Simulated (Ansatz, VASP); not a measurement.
**NbH2: VASP beside Ansatz**

```xyz
3
Lattice="-0.0889 2.1743 2.1743 2.1743 -0.0889 2.1743 2.1743 2.1743 -0.0889" Properties=species:S:1:pos:R:3 pbc="T T T"
Nb    0.0000    0.0000    0.0000
H     1.0649    1.0649    1.0649
H     3.1948    3.1948    3.1948
```

Alike in both runs: task single point; functional PBEsol; k mesh 16 × 16 × 16; occupations gaussian, width 0.15 eV; no spin polarisation.

```csv
,VASP,Ansatz
version,VASP 6.6.1,Ansatz 0.2.0
potentials or method,"VASP PAW PBE potentials, release 64 (Nb_sv, H), cutoff 520 eV","scalar-relativistic, plane waves, PAW"
valence electrons in the cell,15,15
```

```tsv
	VASP	Ansatz	Ansatz less VASP
gap on the k mesh at the Fermi level (eV)	none	none	-
pressure (GPa)	12.3	12.9	+0.53
traceless stress, the component that is largest in VASP (GPa)	7.67	7.69	+0.023
rms of the force components (eV/Å)	0.241	0.242	+0.0008
```

VASP's potentials were made for PBE, not for PBEsol. Atom by atom the forces differ by 0.001 eV/Å (rms over components). A gap of «none» marks a metal or a gap that the smearing closes. The functional is the same, so the differences come from potentials, cutoffs and numerics.
